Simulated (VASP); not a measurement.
# Na (P2_1/m) in VASP: a series of runs

The runs below take Na through single point, with LDA.

Program: VASP 6.6.1. These are calculated values, not measurements. Logs are shortened: lines on timing, memory, paths and dates and some standing lists are left out, and cuts for length are marked.

### 1 The cell of the first run

The structure is monoclinic, space group P2_1/m (No. 11). The conventional cell has a = 3.669 Å, b = 5.898 Å, c = 3.669 Å, α = 90.00°, β = 120.00°, γ = 90.00°. Na (site symmetry m) has 12 Na at 3.26 to 4.19 Å within 4.3 Å.

### 2 Single point, LDA (atoms displaced along a vibrational mode, the cell strained)

INCAR reads:

```
  PREC = Accurate
  ENCUT = 520
  EDIFF = 1E-6
  ISMEAR = 0
  SIGMA = 0.15
  LREAL = False
  LASPH = True
  NELM = 80
  ALGO = Fast
  ISIF = 2
  LWAVE = False
  LCHARG = False
  GGA = CA
  NBANDS = 14
```

KPOINTS reads:

```
Automatic mesh
0
Gamma
  15 15 8
```

POSCAR reads:

```
Na
1.0
    3.6691389303      0.0000000000      0.0000000000
   -1.8345694652      3.1775675237      0.0000000000
    0.0000000000      0.0000000000      5.8981745703
Na
2
Direct
    0.2044455700      0.6666666667      0.2500000000
    0.7955544300      0.3333333333      0.7500000000
```

Potentials or basis: VASP PAW LDA potentials, release 64 (Na_pv).

Launch:

```sh
cat potpaw_LDA.64/Na_pv/POTCAR > POTCAR
mpirun -np 1 vasp_std > vasp.out
```

OUTCAR:

```text
PREC = Accurate
   ENCUT = 520
   EDIFF = 1E-6
   ISMEAR = 0
   LREAL = False
   LASPH = True
   NELM = 80
   ISIF = 2
   GGA = CA

 ion  position               nearest neighbor table
   1  0.204  0.667  0.250-
   2  0.796  0.333  0.750-

  LATTYP: Found a hexagonal cell.
 ALAT       =     3.6691389303
 C/A-ratio  =     1.6075091956

  Lattice vectors:

 A1 = (   3.6691389303,   0.0000000000,   0.0000000000)
 A2 = (  -1.8345694652,   3.1775675237,   0.0000000000)
 A3 = (   0.0000000000,   0.0000000000,   5.8981745703)

Analysis of symmetry for initial positions (statically):
=====================================================================
 Subroutine PRICEL returns:
 Original cell was already a primitive cell.

 Routine SETGRP: Setting up the symmetry group for a
 hexagonal supercell.

 Subroutine GETGRP returns: Found  4 space group operations
 (whereof  2 operations were pure point group operations)
 out of a pool of 24 trial point group operations.

The static configuration has the point symmetry S_2 .
 The point group associated with its full space group is C_2h.

Analysis of symmetry for dynamics (positions and initial velocities):
=====================================================================
 Subroutine PRICEL returns:
 Original cell was already a primitive cell.

 Routine SETGRP: Setting up the symmetry group for a
 hexagonal supercell.

 Subroutine GETGRP returns: Found  4 space group operations
 (whereof  2 operations were pure point group operations)
 out of a pool of 24 trial point group operations.

The dynamic configuration has the point symmetry S_2 .
 The point group associated with its full space group is C_2h.

 Subroutine INISYM returns: Found  4 space group operations
 (whereof  2 operations are pure point group operations),
 and found     1 'primitive' translations

----------------------------------------------------------------------------------------

                                     Primitive cell

  volume of cell :      68.7664

  direct lattice vectors                    reciprocal lattice vectors
     3.669138930  0.000000000  0.000000000     0.272543509  0.157353068  0.000000000
    -1.834569465  3.177567524  0.000000000     0.000000000  0.314706137  0.000000000
     0.000000000  0.000000000  5.898174570     0.000000000  0.000000000  0.169543981

  length of vectors
     3.669138930  3.669138930  5.898174570     0.314706137  0.314706137  0.169543981

  position of ions in fractional coordinates (direct lattice)
     0.204445570  0.666666667  0.250000000
     0.795554430  0.333333333  0.750000000

  ion indices of the primitive-cell ions
   primitive index   ion index
                 1           1
                 2           2

----------------------------------------------------------------------------------------

 KPOINTS: Automatic mesh

Automatic generation of k-mesh.
 Grid dimensions read from file:
 generate k-points for:   15   15    8

 Generating k-lattice:

  Cartesian coordinates                     Fractional coordinates (reciprocal lattice)
     0.018169567  0.010490205  0.000000000     0.066666667  0.000000000  0.000000000
     0.000000000  0.020980409  0.000000000     0.000000000  0.066666667  0.000000000
     0.000000000  0.000000000  0.021192998     0.000000000  0.000000000  0.125000000

  Length of vectors
     0.020980409  0.020980409  0.021192998

  Shift w.r.t. Gamma in fractional coordinates (k-lattice)
     0.000000000  0.000000000  0.000000000

 Subroutine IBZKPT returns following result:
 ===========================================

 Found    565 irreducible k-points:

 Following reciprocal coordinates:
            Coordinates               Weight
  0.000000  0.000000  0.000000      1.000000
  0.066667 -0.000000  0.000000      2.000000
  0.000000  0.066667  0.000000      2.000000
 -0.066667  0.066667  0.000000      2.000000
  0.133333  0.000000  0.000000      2.000000
  0.000000  0.133333  0.000000      2.000000
[... 16 lines left out ...]
  0.066667  0.066667  0.000000      2.000000
 -0.066667  0.133333  0.000000      2.000000
 [... further k-points ...]
   k-points           NKPTS =    565   k-points in BZ     NKDIM =    565   number of bands    NBANDS=     14
   number of dos      NEDOS =    301   number of ions     NIONS =      2
   total plane-waves  NPLWV =  37632
   dimension x,y,z NGX =    28 NGY =   28 NGZ =   48
   dimension x,y,z NGXF=    56 NGYF=   56 NGZF=   96
   ions per type =               2
   NGX,Y,Z   is equivalent  to a cutoff of  12.69, 12.69, 13.53 a.u.
   NGXF,Y,Z  is equivalent  to a cutoff of  25.37, 25.37, 27.06 a.u.
 SYSTEM =  unknown system
   PREC   = accura    normal or accurate (medium, high low for compatibility)
   ISTART =      0    job   : 0-new  1-cont  2-samecut
   ICHARG =      2    charge: 1-file 2-atom 10-const
   ISPIN  =      1    spin polarized calculation?
   LNONCOLLINEAR =      F non collinear calculations
   LSORBIT =      F    spin-orbit coupling
   LASPH  =      T    aspherical Exc in radial PAW
   ENCUT  =  520.0 eV  38.22 Ry    6.18 a.u.   6.82  6.82 10.97*2*pi/ulx,y,z
   NELM   =     80;   NELMIN=  2; NELMDL= -5     # of ELM steps
   EDIFF  = 0.1E-05   stopping-criterion for ELM
   LREAL  =      F    real-space projection
   EDIFFG = 0.1E-04   stopping-criterion for IOM
   NSW    =      0    number of steps for IOM
   IBRION =     -1    ionic relax: 0-MD 1-quasi-New 2-CG
   NFREE  =      0    steps in history (QN), initial steepest desc. (CG)
   ISIF   =      2    stress and relaxation
   ISYM   =      2    0-nonsym 1-usesym 2-fastsym
   POTIM  = 0.5000    time-step for ionic-motion
   TEBEG  =    0.0;   TEEND  =   0.0 temperature during run
   PSTRESS=    0.0 pullay stress
   NELECT =      14.0000    total number of electrons
   NUPDOWN=      -1.0000    fix difference up-down
   EMIN   =  10.00;   EMAX   =-10.00  energy-range for DOS
   EFERMI =   0.00;   METHOD = LEGACY
   ISMEAR =     0;   SIGMA  =   0.15  broadening in eV -4-tet -1-fermi 0-gaus
   EFERMI_NEDOS =   21; number of points for ismear=-14 and -15
   IALGO  =     68    algorithm
   IMIX   =      4    mixing-type and parameters
     AMIX     =   0.40;   BMIX     =  1.00
     AMIX_MAG =   1.60;   BMIX_MAG =  1.00
  volume/ion in A,a.u.               =      34.38       232.03
  Fermi-wavevector in a.u.,A,eV,Ry     =   0.963072  1.819942 12.619502  0.927507
  Thomas-Fermi vector in A             =   2.092586
   LORBIT       =      0    0 simple, 1 ext, 2 COOP (PROOUT), +10 PAW based schemes
   GGA     = CA    functional components
   LHFCALC =     F    Hartree Fock is set to
   AEXX    =    0.0000 exact exchange contribution
   IVDW    =     0    specifies the selected vdW correction
   LEPSILON=     F    determine dielectric tensor
   LRPA    =     F    only Hartree local field effects (RPA)
 non-spin polarized calculation
 RMM-DIIS sequential band-by-band and
 Gauss-broadening in eV      SIGMA  =   0.15
  energy-cutoff  :      520.00
  volume of cell :       68.77
 maximum number of plane-waves:      1870
   NGX = 13   NGY = 13   NGZ = 21

 number of electron      14.0000002 magnetization

 Free energy of the ion-electron system (eV)
  ---------------------------------------------------
  ext. energy  EPLUGINS =         0.00000000
  ---------------------------------------------------
  free energy    TOTEN  =        -2.85881889 eV

  energy without entropy =       -2.84715630  energy(sigma->0) =       -2.85298759

 E-fermi :   0.3921     XC(G=0):  -6.9403

 val. band max:        0.3913075869   @ k =   0.4000   0.0667   0.3750
 cond. band min:       0.3922726553   @ k =   0.0667   0.4000  -0.3750
 fundamental gap:      0.0009650684
 Fermi energy:         0.3920954593

 k-point     1 :       0.0000    0.0000    0.0000
  band No.  band energies     occupation
      1     -24.6124      2.00000
      2     -24.5541      2.00000
      3     -24.5423      2.00000
      4     -24.5419      2.00000
      5     -24.5397      2.00000
      6     -24.5362      2.00000
      7      -3.0650      2.00000
      8       1.0347      0.00000
      9       1.4831      0.00000
     10      10.4905      0.00000
     11      10.6020      0.00000
     12      11.0546      0.00000
     13      11.1735      0.00000
     14      11.3916      0.00000

 k-point     2 :       0.0667   -0.0000    0.0000
  band No.  band energies     occupation
      1     -24.6117      2.00000
      2     -24.5552      2.00000
      3     -24.5438      2.00000
      4     -24.5425      2.00000
      5     -24.5400      2.00000
      6     -24.5367      2.00000
      7      -2.9963      2.00000
      8       1.0944      0.00000
      9       1.5497      0.00000
     10       9.3633      0.00000
     11      10.0141      0.00000
     12      10.3899      0.00000
     13      11.7870      0.00000
     14      12.0919      0.00000

 k-point     3 :       0.0000    0.0667    0.0000
  band No.  band energies     occupation
      1     -24.6117      2.00000
      2     -24.5550      2.00000
      3     -24.5439      2.00000
      4     -24.5423      2.00000
      5     -24.5399      2.00000
      6     -24.5369      2.00000
      7      -2.9963      2.00000
      8       1.0944      0.00000
      9       1.5499      0.00000
     10       9.3330      0.00000
     11      10.0371      0.00000
     12      10.3849      0.00000
     13      11.7991      0.00000
     14      12.0841      0.00000
[... 324 lines left out ...]
 k-point    23 :       0.0667    0.0667    0.0000
  band No.  band energies     occupation
      1     -24.6102      2.00000
      2     -24.5577      2.00000
      3     -24.5472      2.00000
      4     -24.5429      2.00000
      5     -24.5407      2.00000
      6     -24.5374      2.00000
      7      -2.8591      2.00000
      8       1.2137      0.00000
      9       1.6815      0.00000
     10       8.3559      0.00000
     11       8.9991      0.00000
     12      10.6562      0.00000
     13      11.4788      0.00000
     14      11.7742      0.00000

 k-point    24 :      -0.0667    0.1333    0.0000
  band No.  band energies     occupation
      1     -24.6111      2.00000
      2     -24.5556      2.00000
      3     -24.5465      2.00000
      4     -24.5434      2.00000
      5     -24.5398      2.00000
      6     -24.5395      2.00000
      7      -2.8593      2.00000
      8       1.2144      0.00000
      9       1.6846      0.00000
     10       8.4774      0.00000
     11       8.5931      0.00000
     12      11.0458      0.00000
     13      11.4635      0.00000
     14      12.0308      0.00000

 [... further k-points ...]

------------------------ aborting loop because EDIFF is reached ----------------------------------------

  FORCE on cell =-STRESS in cart. coord.  units (eV):
  Direction    XX          YY          ZZ          XY          YZ          ZX
  --------------------------------------------------------------------------------------
  -------------------------------------------------------------------------------------
  Total       -0.3085045     -0.1532788      0.2254598      0.2281129      0.0000000      0.0000000
  in kB       -7.1877932     -3.5712164      5.2529483      5.3147625      0.0000000      0.0000000
  external PRESSURE =      -1.8353538 kB  Pullay stress =       0.0000000 kB

 VOLUME and BASIS-vectors are now :
 -----------------------------------------------------------------------------
  energy-cutoff  :      520.00
  volume of cell :       68.77
      direct lattice vectors                 reciprocal lattice vectors
     3.669138930  0.000000000  0.000000000     0.272543509  0.157353068  0.000000000
    -1.834569465  3.177567524  0.000000000     0.000000000  0.314706137  0.000000000
     0.000000000  0.000000000  5.898174570     0.000000000  0.000000000  0.169543981

 POSITION                                       TOTAL-FORCE (eV/Angst)
 -----------------------------------------------------------------------------------
     -0.47291      2.11838      1.47454         0.087544      0.093000     -0.000000
      2.30748      1.05919      4.42363        -0.087544     -0.093000      0.000000
 -----------------------------------------------------------------------------------
    total drift:                                0.000000      0.000000     -0.000000

  FREE ENERGIE OF THE ION-ELECTRON SYSTEM (eV)
  ---------------------------------------------------
  free  energy   TOTEN  =        -2.8588188948 eV

  energy  without entropy=       -2.8471562952  energy(sigma->0) =       -2.85298759
```

It took 6 min on 1 thread of Intel Xeon 8259CL, shared host; peak memory 0.46 GiB.

Results:

```yaml
Free_energy: -2.8588 eV
Pressure: -0.2 GPa
Largest_force: 0.128 eV/Å
Band_gap_on_the_k_mesh: zero (bands 7 and 8 overlap by 4.50 eV)
```

Forces in eV/Å, atoms in the order of the input:
```
Na   0.088  0.093  0.000
Na  -0.088 -0.093  0.000
```

Caveat: the cell differs from its parent crystal (atoms displaced along a vibrational mode, the cell strained).

[end of part 1 of 2]
